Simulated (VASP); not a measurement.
The system is Ge.

```
Ge
1.0
     0.00000    2.81478    2.81478
     2.81478    0.00000    2.81478
     2.81478    2.81478    0.00000
Ge
2
Cartesian
  2.8148 2.8148 2.8148
  4.2222 4.2222 4.2222
```

Program: VASP 6.6.1. Alike in all runs: task single point; level LDA; potentials or basis VASP PAW LDA potentials, release 64 (Ge_d); no spin polarisation; cell as given; k mesh 10 × 10 × 10; cutoff (eV) 520.

**Question.** Order these runs on this cell by their pressure, lowest first.
A. smearing fermi-dirac 1 eV
B. smearing gaussian 0.03 eV
C. smearing fermi-dirac 0.6 eV

**Answer.** B (-0.1 GPa), C (1.5 GPa), A (4.9 GPa).

Caveats: so wide a smearing shifts energies and pressures (at least some runs); the cell stands under pressure (at least some runs).
